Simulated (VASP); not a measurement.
Set up this calculation in VASP 6.6.1, as the native input.

| Quantity | Value |
| --- | --- |
| Task | single point |
| Functional | PBEsol |
| Potentials or basis | VASP PAW PBE potentials, release 64 (Au) |
| Cutoff | 500 eV |
| k mesh | 16 × 16 × 16 |
| Occupations | fermi-dirac, width 0.08 eV |
| Spin | no spin polarisation |
| Dipole correction | no |
| Further INCAR settings | ALGO = Normal; EDIFF = 1e-06; NBANDS = 12 |

The structure of Au lies in POSCAR:

```
Au
1.0
    2.3479053298      0.0000000000      0.0000000000
    0.0000000000      2.3479053298      0.0000000000
    0.0000000000      0.0000000000      2.3479053298
Au
1
Direct
    0.0000000000      0.0000000000      0.0000000000
```

The input as run:

INCAR

```
SYSTEM = Au
ALGO     = Normal         ! electronic algorithm
EDIFF    = 1E-6           ! SCF threshold, eV
ENCUT    = 500            ! plane-wave cutoff, eV
GGA      = PS             ! functional
GGA_COMPAT= .FALSE.      
ISIF     = 2              ! what is computed and relaxed
ISMEAR   = -1             ! smearing method
LASPH    = .TRUE.         ! aspherical terms in the spheres
LCHARG   = .FALSE.        ! write CHGCAR
LREAL    = .FALSE.        ! projectors in reciprocal space
LWAVE    = .FALSE.        ! write WAVECAR
NBANDS   = 12             ! bands
NELM     = 120            ! most SCF steps
PREC     = Accurate       ! precision mode
SIGMA    = 0.08           ! smearing width, eV
```

KPOINTS

```
k-points
0
G
  16 16 16
  0 0 0
```

Potentials or basis: VASP PAW PBE potentials, release 64 (Au).

Launch:

```bash
$ cat potpaw_PBE.64/Au/POTCAR > POTCAR
$ mpirun -np 1 vasp_std > vasp.out
```

Results of the run:

```
Pressure : 169.8 GPa
```

Caveat: the PAW data sets were made with another functional, which shifts forces and pressure a little.

Wall time 9.5 s on 1 thread of Intel(R) Xeon(R) 6975P-C (Granite Rapids), with other jobs on the host, peak memory 0.13 GiB.
